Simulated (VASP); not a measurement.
# AlRu (NiAs type) (P6_3/mmc) in VASP: further runs

AlRu (NiAs type) is run at these levels: PBE; tasks: relaxation of shape and atoms at fixed volume, relaxation of cell and atoms.

All numbers are computed with VASP 6.6.1; they aren't measurements. Logs are shortened: lines on timing, memory, paths and dates and some standing lists are left out, and cuts for length are marked.

## (1) The cell of the first run

The structure is hexagonal, space group P6_3/mmc (No. 194). The conventional cell has a = 2.835 Å, b = 2.835 Å, c = 7.634 Å, α = 90.00°, β = 90.00°, γ = 120.00°. Within 3.3 Å of Ru (site symmetry -3m) lie 6 Al at 2.51 Å and 6 Ru at 2.83 Å. Al (site symmetry -6m2) has 6 Ru at 2.51 Å and 6 Al at 2.83 Å within 3.3 Å.

## (2) Relaxation of shape and atoms at fixed volume, PBE

File INCAR:

```
SYSTEM = AlRu
PREC = Accurate ; ENCUT = 600
EDIFF = 1E-6 ; ISMEAR = -1
SIGMA = 0.08 ; LREAL = .FALSE.
LASPH = .TRUE. ; NELM = 60
ALGO = Normal ; ISIF = 4
LWAVE = .FALSE. ; LCHARG = .FALSE.
GGA = PE ; IBRION = 2
NSW = 50 ; EDIFFG = -0.005
```

File KPOINTS:

```
regular mesh
0
G
  11 11 6
  0 0 0
```

File POSCAR:

```
AlRu
1.0
    2.8347836353      0.0000000000      0.0000000000
   -1.4173918176      2.4549946424      0.0000000000
    0.0000000000      0.0000000000      7.6335750228
Ru Al
2 2
Direct
    0.0000000000      0.0000000000      0.0000000000
    0.0000000000      0.0000000000      0.5000000000
    0.3333333333      0.6666666667      0.2500000000
    0.6666666667      0.3333333333      0.7500000000
```

Potentials or basis: VASP PAW PBE potentials, release 64 (Ru_pv, Al).

Command:

```console
$ cat potpaw_PBE.64/Ru_pv/POTCAR potpaw_PBE.64/Al/POTCAR > POTCAR
$ mpirun -np 1 vasp_std > vasp.out
```

OUTCAR:

```text
SYSTEM = AlRu
   PREC = Accurate
   ENCUT = 600
   EDIFF = 1E-6
   ISMEAR = -1
   LREAL = .FALSE.
   LASPH = .TRUE.
   NELM = 60
   ISIF = 4
   GGA = PE
   IBRION = 2
   NSW = 50
   EDIFFG = -0.005

 ion  position               nearest neighbor table
   1  0.000  0.000  0.000-   3 2.51   4 2.51   3 2.51   4 2.51   4 2.51   3 2.51
   2  0.000  0.000  0.500-   3 2.51   4 2.51   3 2.51   4 2.51   4 2.51   3 2.51
   3  0.333  0.667  0.250-   1 2.51   2 2.51   1 2.51   2 2.51   1 2.51   2 2.51
   4  0.667  0.333  0.750-   1 2.51   2 2.51   1 2.51   2 2.51   1 2.51   2 2.51

  LATTYP: Found a hexagonal cell.
 ALAT       =     2.8347836353
 C/A-ratio  =     2.6928245697

  Lattice vectors:

 A1 = (   2.8347836353,   0.0000000000,   0.0000000000)
 A2 = (  -1.4173918176,   2.4549946424,   0.0000000000)
 A3 = (   0.0000000000,   0.0000000000,   7.6335750228)

Analysis of symmetry for initial positions (statically):
=====================================================================
 Subroutine PRICEL returns:
 Original cell was already a primitive cell.

 Routine SETGRP: Setting up the symmetry group for a
 hexagonal supercell.

 Subroutine GETGRP returns: Found 24 space group operations
 (whereof 12 operations were pure point group operations)
 out of a pool of 24 trial point group operations.

The static configuration has the point symmetry D_3d.
 The point group associated with its full space group is D_6h.

Analysis of symmetry for dynamics (positions and initial velocities):
=====================================================================
 Subroutine PRICEL returns:
 Original cell was already a primitive cell.

 Routine SETGRP: Setting up the symmetry group for a
 hexagonal supercell.

 Subroutine GETGRP returns: Found 24 space group operations
 (whereof 12 operations were pure point group operations)
 out of a pool of 24 trial point group operations.

The dynamic configuration has the point symmetry D_3d.
 The point group associated with its full space group is D_6h.

 Subroutine INISYM returns: Found 24 space group operations
 (whereof 12 operations are pure point group operations),
 and found     1 'primitive' translations

----------------------------------------------------------------------------------------

                                     Primitive cell

  volume of cell :      53.1249

  direct lattice vectors                    reciprocal lattice vectors
[... 98 lines left out ...]
   ISYM   =      2    0-nonsym 1-usesym 2-fastsym
   POTIM  = 0.5000    time-step for ionic-motion
   TEBEG  =    0.0;   TEEND  =   0.0 temperature during run
   PSTRESS=    0.0 pullay stress
   NELECT =      34.0000    total number of electrons
   NUPDOWN=      -1.0000    fix difference up-down
   EMIN   =  10.00;   EMAX   =-10.00  energy-range for DOS
   EFERMI =   0.00;   METHOD = LEGACY
   ISMEAR =    -1;   SIGMA  =   0.08  broadening in eV -4-tet -1-fermi 0-gaus
   EFERMI_NEDOS =   21; number of points for ismear=-14 and -15
   IALGO  =     38    algorithm
   IMIX   =      4    mixing-type and parameters
     AMIX     =   0.40;   BMIX     =  1.00
     AMIX_MAG =   1.60;   BMIX_MAG =  1.00
  volume/ion in A,a.u.               =      13.28        89.63
  Fermi-wavevector in a.u.,A,eV,Ry     =   1.410809  2.666043 27.080804  1.990383
  Thomas-Fermi vector in A             =   2.532725
   LORBIT       =      0    0 simple, 1 ext, 2 COOP (PROOUT), +10 PAW based schemes
   GGA     = PE    functional components
   LHFCALC =     F    Hartree Fock is set to
   AEXX    =    0.0000 exact exchange contribution
   IVDW    =     0    specifies the selected vdW correction
   LEPSILON=     F    determine dielectric tensor
   LRPA    =     F    only Hartree local field effects (RPA)
 conjugate gradient relaxation of ions
 non-spin polarized calculation
  energy-cutoff  :      600.00
  volume of cell :       53.12
 maximum number of plane-waves:      1789
 NGX is ok and might be reduce to    24
   NGX = 11   NGY = 11   NGZ = 31

--------------------------------------- Ionic step        1  -------------------------------------------

 number of electron      34.0000002 magnetization

 Free energy of the ion-electron system (eV)
  ---------------------------------------------------
  ext. energy  EPLUGINS =         0.00000000
  ---------------------------------------------------
  free energy    TOTEN  =       -27.71254128 eV

  energy without entropy =      -27.67126785  energy(sigma->0) =      -27.69190456

------------------------ aborting loop because EDIFF is reached ----------------------------------------

  FORCE on cell =-STRESS in cart. coord.  units (eV):
  Direction    XX          YY          ZZ          XY          YZ          ZX
  --------------------------------------------------------------------------------------
  -------------------------------------------------------------------------------------
  Total        4.2844104      4.2844104      4.8929700      0.0000000      0.0000000      0.0000000
  in kB      129.2121052    129.2121052    147.5654527      0.0000000      0.0000000      0.0000000
  external PRESSURE =     135.3298877 kB  Pullay stress =       0.0000000 kB
[... 63 lines left out ...]
--------------------------------------- Ionic step        3  -------------------------------------------

 number of electron      34.0000003 magnetization

 Free energy of the ion-electron system (eV)
  ---------------------------------------------------
  ext. energy  EPLUGINS =         0.00000000
  ---------------------------------------------------
  free energy    TOTEN  =       -27.71429672 eV

  energy without entropy =      -27.67004293  energy(sigma->0) =      -27.69216982

 E-fermi :  11.0826     XC(G=0): -12.5928

 val. band max:       11.0791841614   @ k =   0.0909  -0.0000   0.0000
 cond. band min:      11.0921197962   @ k =   0.0909   0.0909   0.3333
 fundamental gap:      0.0129356348
 Fermi energy:        11.0825592670

 k-point     1 :       0.0000    0.0000    0.0000
  band No.  band energies     occupation
      1     -31.0510      2.00000
      2     -31.0322      2.00000
      3     -30.9270      2.00000
      4     -30.9270      2.00000
      5     -30.9264      2.00000
      6     -30.9264      2.00000
[... 565 lines left out ...]
     20      14.3991      0.00000
     21      17.1402      0.00000

 [... further k-points ...]

------------------------ aborting loop because EDIFF is reached ----------------------------------------

  FORCE on cell =-STRESS in cart. coord.  units (eV):
  Direction    XX          YY          ZZ          XY          YZ          ZX
  --------------------------------------------------------------------------------------
  -------------------------------------------------------------------------------------
  Total        4.4387778      4.4387778      4.4468032      0.0000000      0.0000000     -0.0000000
  in kB      133.8676209    133.8676209    134.1096564      0.0000000      0.0000000     -0.0000000
  external PRESSURE =     133.9482994 kB  Pullay stress =       0.0000000 kB
[... 19 lines left out ...]
  FREE ENERGIE OF THE ION-ELECTRON SYSTEM (eV)
  ---------------------------------------------------
  free  energy   TOTEN  =       -27.7142967197 eV

  energy  without entropy=      -27.6700429295  energy(sigma->0) =      -27.69216982

 reached required accuracy - stopping structural energy minimisation
```

OSZICAR:

```text
N       E                     dE             d eps       ncg     rms          rms(c)
DAV:   1     0.328302527377E+03    0.32830E+03   -0.20730E+04  2688   0.179E+03
DAV:   2    -0.182301812575E+02   -0.34653E+03   -0.33755E+03  2868   0.476E+02
[... 20 lines left out ...]
   2 F= -.27714251E+02 E0= -.27692352E+02  d E =-.170950E-02
       N       E                     dE             d eps       ncg     rms          rms(c)
DAV:   1    -0.277148009467E+02   -0.55015E-03   -0.16255E-02  2793   0.102E+00    0.124E-01
DAV:   2    -0.277143769649E+02    0.42398E-03   -0.68069E-04  2933   0.208E-01    0.612E-02
DAV:   3    -0.277143028353E+02    0.74130E-04   -0.19534E-04  3090   0.113E-01    0.221E-02
DAV:   4    -0.277142965361E+02    0.62992E-05   -0.27494E-05  3885   0.360E-02    0.121E-02
DAV:   5    -0.277142967197E+02   -0.18362E-06   -0.75053E-07  1725   0.620E-03
   3 F= -.27714297E+02 E0= -.27692170E+02  d E =-.175544E-02
```

Run time: 57 s. Hardware: 1 thread of Intel Xeon 6975P-C (Granite Rapids), shared host; peak memory 0.23 GiB.

What came out:

```yaml
Free_energy: -27.7143 eV
Energy_gained_by_relaxing: 0.4 meV/atom
Ionic_steps: 3
Pressure_after_relaxing: 13.4 GPa
Band_gap_on_the_k_mesh: zero (bands 17 and 18 overlap by 2.76 eV)
```

The path:
```tsv
step	energy change (eV)	largest force (eV/Å)	pressure (GPa)	volume (Å³)
1	0.0000	0.0000	13.53	53.12
2	-0.0017	0.0000	13.39	53.12
3	-0.0018	0.0000	13.39	53.12
```

Final structure:
```yaml
crystal:
  lattice:
    - [2.82659, 0.00000, 0.00000]
    - [-1.41329, 2.44790, 0.00000]
    - [0.00000, 0.00000, 7.67790]
  atoms:
    - { symbol: Ru, position: [0.00000, 0.00000, 0.00000] }
    - { symbol: Ru, position: [0.00000, 0.00000, 0.50000] }
    - { symbol: Al, position: [0.33333, 0.66667, 0.25000] }
    - { symbol: Al, position: [0.66667, 0.33333, 0.75000] }
```

Levels at points of the mesh, in eV from the Fermi level:
```tsv
k point	band 13	band 14	band 15	band 16	band 17	band 18	band 19	band 20	band 21
(0.00, 0.00, 0.00)	-1.82	-1.78	-1.78	-0.25	-0.25	0.04	0.06	0.06	6.92
(0.00, 0.00, 0.50)	-1.80	-1.80	-1.32	-1.32	-0.10	-0.10	-0.10	-0.10	8.66
```

## (3) Relaxation of cell and atoms, PBE

This run uses another cell than the first one, of 16.28 Å³/atom.

File INCAR:

```
PREC = Accurate
ENCUT = 600
EDIFF = 1E-7
ISMEAR = -1
SIGMA = 0.08
LREAL = F
LASPH = T
NELM = 100
ALGO = Normal
ISIF = 3
LWAVE = F
LCHARG = F
GGA = PE
IBRION = 2
NSW = 60
EDIFFG = -0.005
```

File KPOINTS:

```
Automatic mesh
0
Gamma
  11 11 6
```

File POSCAR:

```
AlRu
1.0
    3.6470721612      0.0000000000      0.0000000000
   -1.8235360806      3.1584571410      0.0000000000
    0.0000000000      0.0000000000      5.6529618498
Ru Al
2 2
Direct
    0.0000000000      0.0000000000      0.0000000000
    0.0000000000      0.0000000000      0.5000000000
    0.3333333333      0.6666666667      0.2500000000
    0.6666666667      0.3333333333      0.7500000000
```

Potentials or basis: VASP PAW PBE potentials, release 64 (Ru_pv, Al).

Command:

```console
$ cat potpaw_PBE.64/Ru_pv/POTCAR potpaw_PBE.64/Al/POTCAR > POTCAR
$ mpirun -np 1 vasp_std > vasp.out
```

Run time: 12 min. Hardware: 1 thread of Intel Xeon 6975P-C (Granite Rapids), shared host; peak memory 0.28 GiB.

The run converged. Its results:

| Quantity | Value |
| --- | --- |
| Free energy | -27.8359 eV |
| Relaxed volume | 14.12 Å³/atom |
| Relaxed cell | a = 2.895 Å, b = 2.895 Å, c = 7.779 Å, α = 90.00°, β = 90.00°, γ = 120.00° |
| Space group after relaxing (to 0.1 Å) | P6_3/mmc (No. 194) |
| Energy gained by relaxing | 546.7 meV/atom |
| Ionic steps | 25 |
| Pressure after relaxing | 0.0 GPa |
| Band gap on the k mesh | zero (bands 17 and 18 overlap by 2.65 eV) |

Step by step:
```tsv
step	energy change (eV)	largest force (eV/Å)	pressure (GPa)	volume (Å³)
1	0.0000	0.0000	-1.81	65.12
2	-0.3753	0.0000	-1.00	63.30
3	-1.2626	0.0000	4.14	58.67
4	-1.0368	0.0000	47.92	47.65
5	-1.5043	0.0000	20.80	52.77
6	-1.4657	0.0000	28.92	50.87
7	-1.2537	0.0000	40.66	48.72
8	-1.3921	0.0000	34.25	49.82
9	-1.4303	0.0000	33.94	49.81
10	-1.5171	0.0000	33.26	49.75
11	-1.5463	0.0000	33.31	49.55
12	-1.6322	0.0000	30.50	49.98
13	-1.8489	0.0000	22.66	51.29
14	-2.1140	0.0000	9.45	53.97
15	-2.0898	0.0000	-9.29	59.61
16	-2.1843	0.0000	-0.79	56.66
17	-2.1847	0.0000	-0.14	56.47
18	-2.1845	0.0000	0.35	56.32
19	-2.1848	0.0000	0.35	56.33
20	-2.1854	0.0000	0.38	56.33
21	-2.1862	0.0000	0.44	56.33
22	-2.1861	0.0000	0.55	56.34
23	-2.1864	0.0000	0.49	56.34
24	-2.1867	0.0000	0.07	56.46
25	-2.1867	0.0000	-0.01	56.48
```

Final structure:
```
Ru Al
1.0
     2.89543    0.00000    0.00000
    -1.44771    2.50751    0.00000
     0.00000    0.00000    7.77950
Ru Al
2 2
Direct
  0.00000 0.00000 0.00000
  0.00000 0.00000 0.50000
  0.33333 0.66667 0.25000
  0.66667 0.33333 0.75000
```

Levels at points of the mesh, in eV from the Fermi level:
| k point | band 13 | band 14 | band 15 | band 16 | band 17 | band 18 | band 19 | band 20 | band 21 |
| --- | --- | --- | --- | --- | --- | --- | --- | --- | --- |
| (0.00, 0.00, 0.00) | -1.68 | -1.64 | -1.64 | -0.27 | -0.27 | 0.03 | 0.03 | 0.15 | 6.68 |
| (0.00, 0.00, 0.50) | -1.66 | -1.66 | -1.16 | -1.16 | -0.13 | -0.13 | -0.13 | -0.13 | 8.54 |

Caveat: a cell axis changed by over 15 % at a fixed basis, so the end point is rough.
